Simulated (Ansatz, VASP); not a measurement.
Two plane-wave programs on WC

The input POSCAR:

```
WC
1.0
    2.9065000000      0.0000000000      0.0000000000
   -1.4532500000      2.5171028361      0.0000000000
    0.0000000000      0.0000000000      2.8366000000
W C
1 1
Direct
    0.0000000000      0.0000000000      0.0000000000
    0.6666666667      0.3333333333      0.5000000000
```

INCAR.step1

```
SYSTEM = WC
  PREC = Accurate
  ENCUT = 660
  ISMEAR = 1
  SIGMA = 0.1
  LREAL = .False.
  LASPH = .True.
  NELM = 200
  LMAXMIX = 4
  LDAU = .True.
  LDAUTYPE = 2
  LDAUL = 2 -1
  LDAUU = 4 0
  LDAUJ = 0 0
  NBANDS = 16
  GGA = PE
  ALGO = Normal
  EDIFF = 1E-5
  LWAVE = .True.
  LCHARG = .False.
  GGA_COMPAT = .False.
```

Contents of INCAR.step2:

```
SYSTEM = WC
  PREC = Accurate
  ENCUT = 660
  EDIFF = 1E-6
  ISMEAR = 1
  SIGMA = 0.1
  LREAL = .False.
  LASPH = .True.
  NELM = 200
  ALGO = Normal
  ISIF = 2
  LWAVE = .False.
  LCHARG = .True.
  LMAXMIX = 4
  LDAU = .True.
  LDAUTYPE = 2
  LDAUL = 2 -1
  LDAUU = 4 0
  LDAUJ = 0 0
  LDAUPRINT = 1
  METAGGA = R2SCAN
  LMIXTAU = .True.
  LELF = .True.
  LVHAR = .True.
  NBANDS = 16
  ISTART = 1
  GGA_COMPAT = .False.
```

Contents of KPOINTS:

```
regular mesh
0
Gamma
  10 10 9
  0 0 0
```

The input input.yaml:

```yaml
crystal:
  lattice: { a: 2.9065, b: 2.9065, c: 2.8366, alpha: 90.0, beta: 90.0, gamma: 120.0 }
  space_group: 187
  reduce_to_primitive: true
  atoms:
    - { symbol: W, wyckoff: "1a", position: [0.0, 0.0, 0.0] }
    - { symbol: C, wyckoff: "1f", position: [0.6666666667, 0.3333333333, 0.5] }
hamiltonian:
  xc: r2scan
  pseudopotentials: { kind: nc, source: spms }
  hubbard:
    sites: [{ species: W, l: d, u_eff: 4.0 }]
    projectors: ortho-atomic
kpoints:
  mp_grid: { grid: [10, 10, 9] }
scf:
  occupations: { method: methfessel_paxton, width: 0.1 }
  n_extra_bands: 6
output:
  forces: true
  stress: true
  eigenvalues: true
  dos: { projected: true, de: 0.05, nscf_kmesh: { grid: [15, 15, 14] } }
```

Alike in both runs: functional r2SCAN; k mesh 10 × 10 × 9; occupations methfessel-paxton of order 1, width 0.1 eV; no spin polarisation; Hubbard terms W d U = 4.0 eV.

```csv
,VASP,Ansatz
version,VASP 6.6.1,Ansatz 0.2.0
potentials or method,"VASP PAW PBE potentials, release 64 (W_sv, C)",SPMS NC
plane-wave cutoff (eV),660,1034
valence electrons in the cell,18,18
task,single point,projected density of states
```

Ansatz gave:

| Item | Value |
| --- | --- |
| gap on the k mesh at the Fermi level (eV) | none |
| pressure (GPa) | 1.8 |
| traceless stress, the component that is largest in VASP (GPa) | -1.75 |

**Question.** Estimate VASP's values.

**Answer.** gap on the k mesh at the Fermi level (eV): none; pressure (GPa): 12.3; traceless stress, the component that is largest in VASP (GPa): 0.13.

VASP's potentials were made for PBE, not for r2SCAN. The programs project onto different local orbitals, so the same U acts differently, and such runs can settle in different states. A gap of «none» marks a metal or a gap that the smearing closes.

Spin-orbit coupling is off throughout. Noted on Ansatz's run: the meta-GGA runs on potentials made for a GGA.
